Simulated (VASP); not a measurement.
A run of VASP 6.6.1 is set up as follows.

Contents of POSCAR:

```
Ru
1.0
    2.6531841843      0.0000000000      0.0000000000
   -1.3265920921      2.2977249045      0.0000000000
    0.0000000000      0.0000000000      4.2000471940
Ru
2
Direct
    0.3333333333      0.6666666667      0.2500000000
    0.6666666667      0.3333333333      0.7500000000
```

The input INCAR.step1:

```
SYSTEM = Ru
ALGO = Normal
EDIFF = 1E-4
ENCUT = 520
GGA = PE
ISMEAR = 0
LASPH = .TRUE.
LCHARG = .FALSE.
LREAL = .FALSE.
LWAVE = .TRUE.
NBANDS = 21
NELM = 60
PREC = Accurate
SIGMA = 0.005
```

The input INCAR.step2:

```
SYSTEM = Ru
ALGO = Normal
EDIFF = 1E-6
ENCUT = 520
ISIF = 2
ISMEAR = 0
ISTART = 1
LASPH = .TRUE.
LCHARG = .TRUE.
LELF = .TRUE.
LMIXTAU = .TRUE.
LREAL = .FALSE.
LVHAR = .TRUE.
LWAVE = .FALSE.
METAGGA = R2SCAN
NBANDS = 21
NELM = 60
PREC = Accurate
SIGMA = 0.005
```

KPOINTS

```
k-points
0
G
  18 18 10
  0 0 0
```

Potentials or basis: VASP PAW PBE potentials, release 64 (Ru_pv).

Run with:

```sh
$ cat potpaw_PBE.64/Ru_pv/POTCAR > POTCAR
$ cp INCAR.step1 INCAR
$ mpirun -np 1 vasp_std > vasp.out
$ cp INCAR.step2 INCAR
$ mpirun -np 1 vasp_std > vasp.out
```

(1) What does it give for the band gap on the k mesh?

(2) Estimate the pressure.

Answers

(1) zero (bands 14 and 15 overlap by 3.56 eV).

(2) 21.9 GPa.

Caveat: the cell stands under pressure; the PAW data sets were made with another functional, which shifts forces and pressure a little.
